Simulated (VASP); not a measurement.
# Sb (P2_1/m) in VASP: further runs, part 2 of 2

VASP 6.6.1.

### Step 4. Single point, PBE (strain along c alone, the other axes held: +2.0 %, then relaxed in part)

Contents of INCAR:

```
PREC = Accurate ; ENCUT = 520
EDIFF = 1E-6 ; ISMEAR = 0
SIGMA = 0.1 ; LREAL = False
LASPH = True ; NELM = 60
ALGO = Normal ; ISIF = 2
LWAVE = False ; LCHARG = True
GGA = PE ; LELF = True
LVHAR = True ; NBANDS = 12
```

Contents of KPOINTS:

```
regular mesh
0
Gamma
  14 10 10
```

Contents of POSCAR:

```
Sb
1.0
    3.1104782567      0.0000000000     -0.0001344108
    0.0000000000      4.3964238707      0.0000000000
   -0.0096861368      0.0000000000      4.4830293794
Sb
2
Direct
    0.0001822398      0.7500000000      0.7499297071
    0.9998177602      0.2500000000      0.2500702929
```

Potentials or basis: VASP PAW PBE potentials, release 64 (Sb).

The run is started by

```bash
> cat potpaw_PBE.64/Sb/POTCAR > POTCAR
> mpirun -np 1 vasp_std > vasp.out
```

OUTCAR:

```text
PREC = Accurate
   ENCUT = 520
   EDIFF = 1E-6
   ISMEAR = 0
   LREAL = False
   LASPH = True
   NELM = 60
   ISIF = 2
   GGA = PE

 ion  position               nearest neighbor table
   1  0.000  0.750  0.750-   2 3.14   2 3.14   2 3.14   2 3.14
   2  1.000  0.250  0.250-   1 3.14   1 3.14   1 3.14   1 3.14

  LATTYP: Found a simple monoclinic cell.
 ALAT       =     3.1104782596
 B/A-ratio  =     1.4134237579
 C/A-ratio  =     1.4412702708
 COS(beta)  =    -0.0022038302

  Lattice vectors:

[... 542 lines left out ...]
      7      10.4329      0.00000
      8      10.7700      0.00000
      9      11.3767      0.00000
     10      11.7972      0.00000
     11      12.8375      0.00000
     12      15.0573      0.00000

 [... further k-points ...]
[... 5 lines left out ...]
  --------------------------------------------------------------------------------------
  -------------------------------------------------------------------------------------
  Total       -0.0669923     -0.4710369     -0.6834684      0.0000000      0.0000000      0.0090446
  in kB       -1.7508024    -12.3102615    -17.8620261      0.0000000      0.0000000      0.2363755
  external PRESSURE =     -10.6410300 kB  Pullay stress =       0.0000000 kB

 VOLUME and BASIS-vectors are now :
 -----------------------------------------------------------------------------
  energy-cutoff  :      520.00
  volume of cell :       61.31
      direct lattice vectors                 reciprocal lattice vectors
     3.110478257  0.000000000 -0.000134411     0.321493999  0.000000000  0.000694627
     0.000000000  4.396423871  0.000000000     0.000000000  0.227457595  0.000000000
    -0.009686137  0.000000000  4.483029379     0.000009639  0.000000000  0.223063471

 POSITION                                       TOTAL-FORCE (eV/Angst)
 -----------------------------------------------------------------------------------
     -0.00670      3.29732      3.36196        -0.000620      0.000000      0.000673
      3.10749      1.09911      1.12094         0.000620      0.000000     -0.000673
 -----------------------------------------------------------------------------------
    total drift:                               -0.000000      0.000000     -0.000000

  FREE ENERGIE OF THE ION-ELECTRON SYSTEM (eV)
  ---------------------------------------------------
  free  energy   TOTEN  =        -8.1843049810 eV

  energy  without entropy=       -8.1786353681  energy(sigma->0) =       -8.18147017
```

Run time: 2.1 min. Hardware: 1 thread of Intel Xeon 6975P-C, shared host; peak memory 0.39 GiB.

What came out:

- Free energy: -8.1843 eV
- Pressure: -1.1 GPa
- Band gap on the k mesh: zero (band 5 reaches 11.78 eV, above the bottom of band 6 at 3.45 eV)

Stress tensor (GPa, compression positive):
```
-0.18  0.00  0.02
 0.00 -1.23  0.00
 0.02  0.00 -1.79
```

Caveat: the cell differs from its parent crystal (strain along c alone, the other axes held: +2.0 %, then relaxed in part); spin-orbit coupling is left out, which moves the levels of the heavy elements.

### Step 5. Single point, PBE (strain along c alone, the other axes held: +4.0 %, then relaxed in part)

Contents of INCAR:

```
SYSTEM = Sb
PREC = Accurate
ENCUT = 520
EDIFF = 1E-7
ISMEAR = 0
SIGMA = 0.1
LREAL = .FALSE.
LASPH = .TRUE.
NELM = 60
ALGO = Normal
ISIF = 2
LWAVE = .FALSE.
LCHARG = .FALSE.
GGA = PE
NBANDS = 12
```

Contents of KPOINTS:

```
regular mesh
0
G
  14 10 10
  0 0 0
```

Contents of POSCAR:

```
Sb
1.0
    3.1104785471      0.0000000000     -0.0002688216
    0.0000000000      4.3964238707      0.0000000000
   -0.0098760611      0.0000000000      4.5709319163
Sb
2
Direct
    0.0001822398      0.7500000000      0.7499297071
    0.9998177602      0.2500000000      0.2500702929
```

Potentials or basis: VASP PAW PBE potentials, release 64 (Sb).

The run is started by

```bash
> cat potpaw_PBE.64/Sb/POTCAR > POTCAR
> mpirun -np 1 vasp_std > vasp.out
```

OUTCAR:

```text
SYSTEM = Sb
   PREC = Accurate
   ENCUT = 520
   EDIFF = 1E-7
   ISMEAR = 0
   LREAL = .FALSE.
   LASPH = .TRUE.
   NELM = 60
   ISIF = 2
   GGA = PE

 ion  position               nearest neighbor table
   1  0.000  0.750  0.750-   2 3.17   2 3.17   2 3.17   2 3.17
   2  1.000  0.250  0.250-   1 3.17   1 3.17   1 3.17   1 3.17

  LATTYP: Found a simple monoclinic cell.
 ALAT       =     3.1104785587
 B/A-ratio  =     1.4134236220
 C/A-ratio  =     1.4695303309
 COS(beta)  =    -0.0022470424

  Lattice vectors:

 A1 = (   3.1104785471,   0.0000000000,  -0.0002688216)
[... 543 lines left out ...]
      9      11.1637      0.00000
     10      11.4581      0.00000
     11      12.7327      0.00000
     12      14.6827      0.00000

 [... further k-points ...]
[... 5 lines left out ...]
  --------------------------------------------------------------------------------------
  -------------------------------------------------------------------------------------
  Total       -0.1928028     -0.8681785     -1.2516226      0.0000000      0.0000000      0.0109771
  in kB       -4.9418840    -22.2529807    -32.0813430      0.0000000      0.0000000      0.2813635
  external PRESSURE =     -19.7587359 kB  Pullay stress =       0.0000000 kB

 VOLUME and BASIS-vectors are now :
 -----------------------------------------------------------------------------
  energy-cutoff  :      520.00
  volume of cell :       62.51
      direct lattice vectors                 reciprocal lattice vectors
     3.110478547  0.000000000 -0.000268822     0.321493999  0.000000000  0.000694627
     0.000000000  4.396423871  0.000000000     0.000000000  0.227457595  0.000000000
    -0.009876061  0.000000000  4.570931916     0.000018907  0.000000000  0.218773809

 POSITION                                       TOTAL-FORCE (eV/Angst)
 -----------------------------------------------------------------------------------
     -0.00684      3.29732      3.42788        -0.000697      0.000000      0.000344
      3.10744      1.09911      1.14279         0.000697     -0.000000     -0.000344
 -----------------------------------------------------------------------------------
    total drift:                               -0.000000      0.000000     -0.000000

  FREE ENERGIE OF THE ION-ELECTRON SYSTEM (eV)
  ---------------------------------------------------
  free  energy   TOTEN  =        -8.1653987085 eV

  energy  without entropy=       -8.1595714749  energy(sigma->0) =       -8.16248509
```

OSZICAR:

```text
N       E                     dE             d eps       ncg     rms          rms(c)
DAV:   1     0.309998903137E+02    0.31000E+02   -0.34354E+03 10368   0.647E+02
DAV:   2    -0.640445766511E+01   -0.37404E+02   -0.36063E+02 13896   0.101E+02
DAV:   3    -0.814024253256E+01   -0.17358E+01   -0.17096E+01 12708   0.241E+01
DAV:   4    -0.815578223460E+01   -0.15540E-01   -0.15527E-01 11804   0.273E+00
DAV:   5    -0.815597563918E+01   -0.19340E-03   -0.19340E-03 12460   0.332E-01    0.252E+00
DAV:   6    -0.816141183276E+01   -0.54362E-02   -0.18633E-03 11796   0.278E-01    0.149E+00
DAV:   7    -0.816524178096E+01   -0.38299E-02   -0.40302E-03 11408   0.406E-01    0.897E-02
DAV:   8    -0.816539035266E+01   -0.14857E-03   -0.18411E-04 12460   0.884E-02    0.116E-02
DAV:   9    -0.816539773669E+01   -0.73840E-05   -0.74850E-06 11932   0.168E-02    0.386E-03
DAV:  10    -0.816539868071E+01   -0.94402E-06   -0.13350E-06 12044   0.621E-03    0.868E-04
DAV:  11    -0.816539870852E+01   -0.27818E-07   -0.10494E-07 10336   0.189E-03
   1 F= -.81653987E+01 E0= -.81624851E+01  d E =-.582723E-02
```

stdout:

```text
POSCAR found type information on POSCAR Sb
 POSCAR found :  1 types and       2 ions
 scaLAPACK will be used
 LDA part: xc-table for (Slater+PW92), standard interpolation
 POSCAR, INCAR and KPOINTS ok, starting setup
 FFT: planning ... GRIDC
 FFT: planning ... GRID_SOFT
 FFT: planning ... GRID
 WAVECAR not read
 entering main loop
```

It took 1.8 min on 1 thread of Intel Xeon 6975P-C, shared host; peak memory 0.4 GiB.

Results:

| Item | Value |
| --- | --- |
| Free energy | -8.1654 eV |
| Pressure | -2.0 GPa |
| Band gap on the k mesh | zero (band 5 reaches 11.29 eV, above the bottom of band 6 at 3.37 eV) |

Stress tensor (GPa, compression positive):
```
-0.49  0.00  0.03
 0.00 -2.23  0.00
 0.03  0.00 -3.21
```

Levels at points of the mesh, in eV from the Fermi level:
| k point | band 1 | band 2 | band 3 | band 4 | band 5 | band 6 | band 7 | band 8 | band 9 | band 10 |
| --- | --- | --- | --- | --- | --- | --- | --- | --- | --- | --- |
| (0.00, 0.00, 0.00) | -12.00 | -7.55 | -3.53 | -3.11 | 2.37 | 2.93 | 3.11 | 3.53 | 6.80 | 6.97 |
| (0.50, 0.00, 0.00) | -9.60 | -5.26 | -4.77 | -1.68 | -1.60 | -1.19 | 4.66 | 4.91 | 5.04 | 5.09 |
| (0.00, 0.50, 0.00) | -10.33 | -10.33 | -1.40 | -1.40 | -1.13 | -1.13 | 5.08 | 5.08 | 8.37 | 8.37 |
| (0.50, 0.50, 0.00) | -7.88 | -7.88 | -3.73 | -3.73 | 0.58 | 0.58 | 1.25 | 1.25 | 5.44 | 5.44 |
| (0.00, 0.00, 0.50) | -10.42 | -10.42 | -1.14 | -1.14 | -0.79 | -0.79 | 5.01 | 5.01 | 7.49 | 7.49 |
| (0.50, 0.00, 0.50) | -7.98 | -7.97 | -3.80 | -3.80 | 0.84 | 0.84 | 1.60 | 1.60 | 5.73 | 5.73 |
| (0.00, 0.50, 0.50) | -9.83 | -9.83 | -5.21 | -5.21 | 4.76 | 4.76 | 5.33 | 5.33 | 8.83 | 8.83 |
| (0.50, 0.50, 0.50) | -7.29 | -7.29 | -3.40 | -3.40 | -3.16 | -3.16 | 2.41 | 2.41 | 6.75 | 6.75 |

Caveat: the cell differs from its parent crystal (strain along c alone, the other axes held: +4.0 %, then relaxed in part); spin-orbit coupling is left out, which moves the levels of the heavy elements.

### Step 6. The runs side by side

```csv
cell,gap on the mesh (eV),pressure (GPa)
"a = 3.110, b = 4.396, c = 4.307 Å, angles 90.0, 90.1, 90.0°, 2 atoms",none,1.1
"a = 3.110, b = 4.396, c = 4.395 Å, angles 90.0, 90.1, 90.0°, 2 atoms",none,0.0
"a = 3.110, b = 4.396, c = 4.483 Å, angles 90.0, 90.1, 90.0°, 2 atoms",none,-1.1
"a = 3.110, b = 4.396, c = 4.571 Å, angles 90.0, 90.1, 90.0°, 2 atoms",none,-2.0
```

Alike in all rows: task single point; level PBE; potentials or basis VASP PAW PBE potentials, release 64 (Sb); no spin polarisation; k mesh 14 × 10 × 10; cutoff (eV) 520; smearing gaussian 0.1 eV.

Caveats: spin-orbit coupling is left out, which moves the levels of the heavy elements.

Absolute energies hang on the potentials; compare differences alone.
